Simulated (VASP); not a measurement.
AlNi (CsCl type): single point with PBE

The system is AlNi (CsCl type).

```
Ni Al
1.0
     2.71399    0.00000    0.00000
     0.00000    2.71399    0.00000
     0.00000    0.00000    2.71399
Ni Al
1 1
Direct
  0.00000 0.00000 0.00000
  0.50000 0.50000 0.50000
```

```yaml
Program: VASP 6.6.1
Task: single point
Functional: PBE
Potentials_or_basis: VASP PAW PBE potentials, release 64 (Ni, Al)
Cutoff: 520 eV
k_mesh: 15 × 15 × 15
Occupations: fermi-dirac, width 0.08 eV
Spin: no spin polarisation
Dipole_correction: no
Further_INCAR_settings: ALGO = Normal; EDIFF = 1e-06; NBANDS = 14
```

The pressure is 46.1 GPa.

Levels at points of the mesh, in eV from the Fermi level:
```csv
k point,band 3,band 4,band 5,band 6,band 7,band 8,band 9,band 10
"(0.00, 0.00, 0.00)",-4.22,-1.98,-1.98,-1.98,6.31,6.31,6.31,8.71
```

Run time: 19 s on 1 thread of Intel Xeon 6975P-C (shared host), peak memory 0.15 GiB.

Spin polarisation is off, so any magnetic state and its effect on volume and gap are missing.
